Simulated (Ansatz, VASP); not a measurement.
## Sr2C in VASP and in Ansatz

The input POSCAR:

```
Sr2C
1.0
    0.0000000000      3.4260443203      3.4260443203
    3.4260443203      0.0000000000      3.4260443203
    3.4260443203      3.4260443203      0.0000000000
C Sr
1 2
Direct
    0.0000000000      0.0000000000      0.0000000000
    0.2500000000      0.2500000000      0.2500000000
    0.7500000000      0.7500000000      0.7500000000
```

Contents of INCAR.step1:

```
ALGO = Normal
EDIFF = 1E-4
ENCUT = 520
GGA = PE
ISMEAR = -1
LASPH = T
LCHARG = F
LREAL = F
LWAVE = T
NBANDS = 19
NELM = 80
PREC = Accurate
SIGMA = 0.02
```

Contents of INCAR.step2:

```
ALGO = Normal
EDIFF = 1E-6
ENCUT = 520
ISIF = 2
ISMEAR = -1
ISTART = 1
LASPH = T
LCHARG = F
LMIXTAU = T
LREAL = F
LWAVE = F
METAGGA = R2SCAN
NBANDS = 19
NELM = 80
PREC = Accurate
SIGMA = 0.02
```

The input KPOINTS:

```
k-points
0
Gamma
  6 6 6
```

Input for Ansatz:

```yaml
crystal:
  lattice:
    - [0.0, 3.4260443203, 3.4260443203]
    - [3.4260443203, 0.0, 3.4260443203]
    - [3.4260443203, 3.4260443203, 0.0]
  atoms:
    - { symbol: C, position: [0.0, 0.0, 0.0] }
    - { symbol: Sr, position: [0.25, 0.25, 0.25] }
    - { symbol: Sr, position: [0.75, 0.75, 0.75] }
kpoints:
  mp_grid: { grid: [6, 6, 6] }
hamiltonian:
  xc: r2scan
scf:
  occupations: { method: fermi_dirac, width: 0.02 }
  n_extra_bands: 4
output:
  forces: true
  stress: true
  eigenvalues: true
```

Alike in both runs: task single point; functional r2SCAN; k mesh 6 × 6 × 6; occupations fermi-dirac, width 0.02 eV; no spin polarisation.

|  | VASP | Ansatz |
| --- | --- | --- |
| version | VASP 6.6.1 | Ansatz 0.2.0 |
| potentials or method | VASP PAW PBE potentials, release 64 (C, Sr_sv) | plane waves, PAW |
| plane-wave cutoff (eV) | 520 | 500 |
| valence electrons in the cell | 24 | 24 |

Ansatz gave:

```
pressure (GPa) : -2.0
```

**Question.** What did VASP give for the same quantities?

**Answer.** Pressure (GPa): -1.8.

VASP's potentials were made for PBE, not for r2SCAN. With one functional, cell and mesh, what is left measures potentials, basis and numerics.
